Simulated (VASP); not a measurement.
The system is InBiO.

```
In Bi O
1.0
     4.45270    0.00000    0.00000
    -2.22635    3.85615    0.00000
     0.00000    0.00000    4.40861
In Bi O
1 1 1
Cartesian
  0.0000 0.0000 2.2043
  0.0000 2.5708 0.0000
  2.2264 1.2854 2.2043
```

```yaml
Program: VASP 6.6.1
Task: relaxation of cell and atoms
Functional: PBE
Potentials_or_basis: VASP PAW PBE potentials, release 64 (In_d, Bi_d, O)
Cutoff: 600 eV
k_mesh: 6 × 6 × 4
Occupations: gaussian, width 0.1 eV
Spin: no spin polarisation
```

At the start: pressure -8.8 GPa; volume 25.23 Å³/atom.

Q: How do energy, volume and symmetry change on relaxing?

A: Over 18 steps the energy falls by 515.4 meV/atom and the volume is 22.28 Å³/atom (-11.7 %); space group P-6m2 (No. 187, to 0.05 Å).

Step by step:
```csv
step,energy change (eV),largest force (eV/Å),pressure (GPa),volume (Å³)
1,0.0000,0.0000,-8.83,75.70
2,-0.5141,0.0000,1.34,61.42
3,-0.5142,0.0000,1.11,61.62
4,-0.6559,0.0000,2.10,61.10
5,-0.9684,0.0000,5.54,59.46
6,-0.7529,0.0000,24.85,54.50
7,-1.1305,0.0000,10.12,57.79
8,-1.0775,0.0000,16.10,56.22
9,-1.1220,0.0000,13.66,56.80
10,-1.1513,0.0000,13.50,57.05
11,-1.2169,0.0000,13.19,57.78
12,-1.2353,0.0000,13.52,59.09
13,-1.2468,0.0000,13.32,58.72
14,-1.3185,0.0000,11.25,59.67
15,-1.4709,0.0000,5.87,62.55
16,-1.5363,0.0000,-1.84,68.61
17,-1.5462,0.0000,-0.16,67.02
18,-1.5463,0.0000,0.01,66.85
```

Final structure:
```xyz
3
Lattice="3.6457 0.0000 0.0000 -1.8228 3.1573 0.0000 0.0000 0.0000 5.8078" Properties=species:S:1:pos:R:3 pbc="T T T"
In    0.0000    0.0000    2.9039
Bi    0.0000    2.1048    0.0000
O     1.8228    1.0524    2.9039
```
